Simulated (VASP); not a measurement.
# SnSe2 (P-3m1) in VASP: notebook, part 2 of 2

VASP 6.6.1.

## Step 3: Single point, PBEsol

INCAR

```
SYSTEM = SnSe2
PREC = Accurate ; ENCUT = 520
EDIFF = 1E-6 ; ISMEAR = 0
SIGMA = 0.05 ; LREAL = .FALSE.
LASPH = .TRUE. ; NELM = 80
ALGO = Normal ; ISIF = 2
LWAVE = .FALSE. ; LCHARG = .FALSE.
GGA = PS ; NBANDS = 20
```

KPOINTS

```
regular mesh
0
G
  10 10 6
  0 0 0
```

POSCAR

```
SnSe2
1.0
    3.8158742107      0.0000000001      0.0000000000
   -1.9079371054      3.3046440040      0.0000000000
    0.0000000000      0.0000000000      6.1213284831
Sn Se
1 2
Direct
    0.0000000000      0.0000000000      0.0000000000
    0.3333333333      0.6666666667      0.2592346920
    0.6666666667      0.3333333333      0.7407653080
```

Potentials or basis: VASP PAW PBE potentials, release 64 (Sn_d, Se).

Launch:

```bash
$ cat potpaw_PBE.64/Sn_d/POTCAR potpaw_PBE.64/Se/POTCAR > POTCAR
$ mpirun -np 1 vasp_std > vasp.out
```

OUTCAR:

```text
SYSTEM = SnSe2
   PREC = Accurate
   ENCUT = 520
   EDIFF = 1E-6
   ISMEAR = 0
   LREAL = .FALSE.
   LASPH = .TRUE.
   NELM = 80
   ISIF = 2
   GGA = PS

 ion  position               nearest neighbor table
   1  0.000  0.000  0.000-   2 2.72   3 2.72   2 2.72   3 2.72   3 2.72   2 2.72
   2  0.333  0.667  0.259-   1 2.72   1 2.72   1 2.72
   3  0.667  0.333  0.741-   1 2.72   1 2.72   1 2.72

  LATTYP: Found a hexagonal cell.
 ALAT       =     3.8158742107
 C/A-ratio  =     1.6041745993

  Lattice vectors:

 A1 = (   3.8158742107,   0.0000000001,   0.0000000000)
 A2 = (  -1.9079371054,   3.3046440040,   0.0000000000)
 A3 = (   0.0000000000,   0.0000000000,   6.1213284831)

Analysis of symmetry for initial positions (statically):
=====================================================================
 Subroutine PRICEL returns:
 Original cell was already a primitive cell.

 Routine SETGRP: Setting up the symmetry group for a
 hexagonal supercell.

 Subroutine GETGRP returns: Found 12 space group operations
 (whereof 12 operations were pure point group operations)
 out of a pool of 24 trial point group operations.

The static configuration has the point symmetry D_3d.

Analysis of symmetry for dynamics (positions and initial velocities):
=====================================================================
 Subroutine PRICEL returns:
 Original cell was already a primitive cell.

 Routine SETGRP: Setting up the symmetry group for a
 hexagonal supercell.

 Subroutine GETGRP returns: Found 12 space group operations
 (whereof 12 operations were pure point group operations)
 out of a pool of 24 trial point group operations.

The dynamic configuration has the point symmetry D_3d.

 Subroutine INISYM returns: Found 12 space group operations
 (whereof 12 operations are pure point group operations),
 and found     1 'primitive' translations

----------------------------------------------------------------------------------------

                                     Primitive cell

  volume of cell :      77.1906

  direct lattice vectors                    reciprocal lattice vectors
     3.815874211  0.000000000  0.000000000     0.262063146  0.151302228  0.000000000
    -1.907937105  3.304644004  0.000000000    -0.000000000  0.302604456  0.000000000
     0.000000000  0.000000000  6.121328483     0.000000000  0.000000000  0.163363231

  length of vectors
     3.815874211  3.815874211  6.121328483     0.302604456  0.302604456  0.163363231

  position of ions in fractional coordinates (direct lattice)
     0.000000000  0.000000000  0.000000000
     0.333333333  0.666666667  0.259234692
     0.666666667  0.333333333  0.740765308

  ion indices of the primitive-cell ions
   primitive index   ion index
                 1           1
                 2           2
                 3           3

----------------------------------------------------------------------------------------

 KPOINTS: regular mesh

Automatic generation of k-mesh.
 Grid dimensions read from file:
 generate k-points for:   10   10    6

 Generating k-lattice:

  Cartesian coordinates                     Fractional coordinates (reciprocal lattice)
     0.026206315  0.015130223  0.000000000     0.100000000  0.000000000  0.000000000
    -0.000000000  0.030260446  0.000000000     0.000000000  0.100000000  0.000000000
     0.000000000  0.000000000  0.027227205     0.000000000  0.000000000  0.166666667

  Length of vectors
     0.030260446  0.030260446  0.027227205

  Shift w.r.t. Gamma in fractional coordinates (k-lattice)
     0.000000000  0.000000000  0.000000000

 Subroutine IBZKPT returns following result:
 ===========================================

 Found     72 irreducible k-points:

 Following reciprocal coordinates:
            Coordinates               Weight
  0.000000  0.000000  0.000000      1.000000
  0.100000  0.000000  0.000000      6.000000
  0.200000  0.000000  0.000000      6.000000
  0.300000 -0.000000  0.000000      6.000000
  0.400000 -0.000000  0.000000      6.000000
  0.500000 -0.000000  0.000000      3.000000
[... 16 lines left out ...]
  0.000000  0.400000  0.166667      6.000000
  0.500000 -0.000000  0.166667      6.000000
 [... further k-points ...]
   k-points           NKPTS =     72   k-points in BZ     NKDIM =     72   number of bands    NBANDS=     20
   number of dos      NEDOS =    301   number of ions     NIONS =      3
   total plane-waves  NPLWV =  37632
   dimension x,y,z NGX =    28 NGY =   28 NGZ =   48
   dimension x,y,z NGXF=    56 NGYF=   56 NGZF=   96
   ions per type =               1   2
   NGX,Y,Z   is equivalent  to a cutoff of  12.20, 12.20, 13.04 a.u.
   NGXF,Y,Z  is equivalent  to a cutoff of  24.40, 24.40, 26.07 a.u.
 SYSTEM =  SnSe2
   PREC   = accura    normal or accurate (medium, high low for compatibility)
   ISTART =      0    job   : 0-new  1-cont  2-samecut
   ICHARG =      2    charge: 1-file 2-atom 10-const
   ISPIN  =      1    spin polarized calculation?
   LNONCOLLINEAR =      F non collinear calculations
   LSORBIT =      F    spin-orbit coupling
   LASPH  =      T    aspherical Exc in radial PAW
   ENCUT  =  520.0 eV  38.22 Ry    6.18 a.u.   7.09  7.09 11.38*2*pi/ulx,y,z
   NELM   =     80;   NELMIN=  2; NELMDL= -5     # of ELM steps
   EDIFF  = 0.1E-05   stopping-criterion for ELM
   LREAL  =      F    real-space projection
   EDIFFG = 0.1E-04   stopping-criterion for IOM
   NSW    =      0    number of steps for IOM
   IBRION =     -1    ionic relax: 0-MD 1-quasi-New 2-CG
   NFREE  =      0    steps in history (QN), initial steepest desc. (CG)
   ISIF   =      2    stress and relaxation
   ISYM   =      2    0-nonsym 1-usesym 2-fastsym
   POTIM  = 0.5000    time-step for ionic-motion
   TEBEG  =    0.0;   TEEND  =   0.0 temperature during run
   PSTRESS=    0.0 pullay stress
   NELECT =      26.0000    total number of electrons
   NUPDOWN=      -1.0000    fix difference up-down
   EMIN   =  10.00;   EMAX   =-10.00  energy-range for DOS
   EFERMI =   0.00;   METHOD = LEGACY
   ISMEAR =     0;   SIGMA  =   0.05  broadening in eV -4-tet -1-fermi 0-gaus
   EFERMI_NEDOS =   21; number of points for ismear=-14 and -15
   IALGO  =     38    algorithm
   IMIX   =      4    mixing-type and parameters
     AMIX     =   0.40;   BMIX     =  1.00
     AMIX_MAG =   1.60;   BMIX_MAG =  1.00
  volume/ion in A,a.u.               =      25.73       173.64
  Fermi-wavevector in a.u.,A,eV,Ry     =   1.139054  2.152501 17.652811  1.297445
  Thomas-Fermi vector in A             =   2.275758
   LORBIT       =      0    0 simple, 1 ext, 2 COOP (PROOUT), +10 PAW based schemes
   GGA     = PS    functional components
   LHFCALC =     F    Hartree Fock is set to
   AEXX    =    0.0000 exact exchange contribution
   IVDW    =     0    specifies the selected vdW correction
   LEPSILON=     F    determine dielectric tensor
   LRPA    =     F    only Hartree local field effects (RPA)
 non-spin polarized calculation
 Gauss-broadening in eV      SIGMA  =   0.05
  energy-cutoff  :      520.00
  volume of cell :       77.19
 maximum number of plane-waves:      2092
   NGX = 15   NGY = 15   NGZ = 23

 number of electron      26.0000008 magnetization

 Free energy of the ion-electron system (eV)
  ---------------------------------------------------
  ext. energy  EPLUGINS =         0.00000000
  ---------------------------------------------------
  free energy    TOTEN  =       -12.98319841 eV

  energy without entropy =      -12.98319841  energy(sigma->0) =      -12.98319841

 E-fermi :   4.3820     XC(G=0):  -9.6900

 val. band max:        4.1341029022   @ k =   0.1000   0.1000   0.0000
 cond. band min:       4.6278480393   @ k =   0.0000   0.4000   0.3333
 fundamental gap:      0.4937451371
 Fermi energy:         4.3820352001

 k-point     1 :       0.0000    0.0000    0.0000
  band No.  band energies     occupation
      1     -17.0668      2.00000
      2     -17.0668      2.00000
      3     -17.0291      2.00000
      4     -17.0165      2.00000
      5     -17.0165      2.00000
      6      -9.7863      2.00000
[... 12 lines left out ...]
     19      13.0551      0.00000
     20      13.0552      0.00000
[... 507 lines left out ...]
 k-point    24 :       0.5000   -0.0000    0.1667
  band No.  band energies     occupation
      1     -17.1198      2.00000
      2     -17.0443      2.00000
      3     -17.0406      2.00000
      4     -16.9954      2.00000
      5     -16.9937      2.00000
      6      -8.1586      2.00000
[... 12 lines left out ...]
     19      13.5650      0.00000
     20      15.0479      0.00000

 [... further k-points ...]

------------------------ aborting loop because EDIFF is reached ----------------------------------------

  FORCE on cell =-STRESS in cart. coord.  units (eV):
  Direction    XX          YY          ZZ          XY          YZ          ZX
  --------------------------------------------------------------------------------------
  -------------------------------------------------------------------------------------
  Total        0.1188723      0.1188723      0.1136240      0.0000000      0.0000000     -0.0000000
  in kB        2.4673275      2.4673275      2.3583927      0.0000000      0.0000000     -0.0000000
  external PRESSURE =       2.4310159 kB  Pullay stress =       0.0000000 kB

 VOLUME and BASIS-vectors are now :
 -----------------------------------------------------------------------------
  energy-cutoff  :      520.00
  volume of cell :       77.19
      direct lattice vectors                 reciprocal lattice vectors
     3.815874211  0.000000000  0.000000000     0.262063146  0.151302228  0.000000000
    -1.907937105  3.304644004  0.000000000    -0.000000000  0.302604456  0.000000000
     0.000000000  0.000000000  6.121328483     0.000000000  0.000000000  0.163363231

 POSITION                                       TOTAL-FORCE (eV/Angst)
 -----------------------------------------------------------------------------------
      0.00000      0.00000      0.00000         0.000000     -0.000000      0.000000
     -0.00000      2.20310      1.58686         0.000000      0.000000      0.017656
      1.90794      1.10155      4.53447        -0.000000     -0.000000     -0.017656
 -----------------------------------------------------------------------------------
    total drift:                               -0.000000     -0.000000     -0.000000

  FREE ENERGIE OF THE ION-ELECTRON SYSTEM (eV)
  ---------------------------------------------------
  free  energy   TOTEN  =       -12.9831984112 eV

  energy  without entropy=      -12.9831984112  energy(sigma->0) =      -12.98319841
```

OSZICAR:

```text
N       E                     dE             d eps       ncg     rms          rms(c)
DAV:   1     0.205713152687E+03    0.20571E+03   -0.12153E+04  2952   0.149E+03
DAV:   2     0.106061813334E+02   -0.19511E+03   -0.18794E+03  3132   0.388E+02
DAV:   3    -0.124396051636E+02   -0.23046E+02   -0.22538E+02  3536   0.114E+02
DAV:   4    -0.132263626889E+02   -0.78676E+00   -0.78554E+00  3376   0.222E+01
DAV:   5    -0.132458699548E+02   -0.19507E-01   -0.19506E-01  3996   0.366E+00    0.495E+00
DAV:   6    -0.130106621589E+02    0.23521E+00   -0.45723E-01  4248   0.748E+00    0.313E+00
DAV:   7    -0.129850494660E+02    0.25613E-01   -0.13451E-01  3480   0.251E+00    0.904E-01
DAV:   8    -0.129831552786E+02    0.18942E-02   -0.10591E-02  3756   0.963E-01    0.255E-01
DAV:   9    -0.129831868475E+02   -0.31569E-04   -0.11206E-03  3320   0.245E-01    0.742E-02
DAV:  10    -0.129831869699E+02   -0.12246E-06   -0.91645E-05  3640   0.608E-02    0.279E-02
DAV:  11    -0.129831982690E+02   -0.11299E-04   -0.19704E-05  3232   0.249E-02    0.561E-03
DAV:  12    -0.129831984112E+02   -0.14221E-06   -0.99780E-07  2396   0.737E-03
   1 F= -.12983198E+02 E0= -.12983198E+02  d E =-.178464E-13
```

stdout:

```text
POSCAR found type information on POSCAR SnSe
 POSCAR found :  2 types and       3 ions
 scaLAPACK will be used
 -----------------------------------------------------------------------------
|                                                                             |
|                                                                             |
|     You enforced a specific xc type in the INCAR file but a different       |
|     I HOPE YOU KNOW WHAT YOU ARE DOING!                                     |
|                                                                             |
 -----------------------------------------------------------------------------

 LDA part: xc-table for (Slater+PW92), standard interpolation
 POSCAR, INCAR and KPOINTS ok, starting setup
 FFT: planning ... GRIDC
 FFT: planning ... GRID_SOFT
 FFT: planning ... GRID
 WAVECAR not read
 entering main loop
```

Wall time 39 s (1 thread of Intel Xeon 6975P-C (Granite Rapids), shared host); peak memory 0.25 GiB.

What came out:

| Item | Value |
| --- | --- |
| Free energy | -12.9832 eV |
| Pressure | 0.2 GPa |
| Largest force | 0.018 eV/Å |
| Band gap on the k mesh | 0.49 eV, indirect (least direct gap 0.96 eV) |

Forces in eV/Å, atoms in the order of the input:
```
Sn   0.000  0.000  0.000
Se   0.000  0.000  0.018
Se   0.000  0.000 -0.018
```

Levels at points of the mesh, in eV from the valence-band top:
```
           k point  band 9  band 10  band 11  band 12  band 13  band 14  band 15  band 16  band 17  band 18
(0.00, 0.00, 0.00)   -0.62    -0.62    -0.38    -0.38    -0.13     0.83     2.93     4.56     4.56     7.98
(0.50, 0.00, 0.00)   -4.42    -3.12    -2.57    -1.51    -0.31     1.11     3.55     5.08     5.08     6.81
(0.00, 0.00, 0.50)   -2.34    -0.74    -0.74    -0.18    -0.18     2.44     2.82     4.24     4.24     7.56
(0.50, 0.00, 0.50)   -4.97    -2.35    -2.06    -0.98    -0.81     0.62     3.92     4.54     5.64     6.04
```

Caveat: the PAW data sets were made with another functional, which shifts forces and pressure a little; spin-orbit coupling is left out, which moves the levels of the heavy elements; this functional lacks dispersion, which binds the layers, so the pressure and a relaxed spacing across them are unreliable. A k mesh can miss the band edges.
